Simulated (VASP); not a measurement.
AlN, 2 atoms in the cell. It takes space group I-4m2 (No. 119, tetragonal). The conventional cell has a = 3.070 Å, b = 3.070 Å, c = 4.321 Å, α = 90.00°, β = 90.00°, γ = 90.00°. Within 2.5 Å of Al (site symmetry -4m2) lie 4 N at 1.88 Å. N (site symmetry -4m2) has 4 Al at 1.88 Å within 2.5 Å.  This cell differs from its parent crystal: z stretched by -0.5 %, x and y held.

```yaml
Program: VASP 6.6.1
Task: single point
Functional: LDA
Potentials_or_basis: VASP PAW LDA potentials, release 64 (Al, N)
Cutoff: 520 eV
k_mesh: 8 × 8 × 8
Occupations: gaussian, width 0.01 eV
Spin: no spin polarisation
Dipole_correction: no
Further_INCAR_settings: ALGO = Normal; EDIFF = 1e-06; NBANDS = 11
```

Potentials or basis: VASP PAW LDA potentials, release 64 (Al, N).

Run with:

```sh
$ cat potpaw_LDA.64/Al/POTCAR potpaw_LDA.64/N/POTCAR > POTCAR
$ mpirun -np 1 vasp_std > vasp.out
```

Hardware: 1 thread of Intel(R) Xeon(R) Platinum 8488C (Sapphire Rapids) (shared host).

Problem. Estimate the wall time of this run.

Solution. Wall time 6.7 s on 1 thread of Intel(R) Xeon(R) Platinum 8488C (Sapphire Rapids), with other jobs on the host, peak memory 0.12 GiB. Counts: scf iterations 12, k points 59.
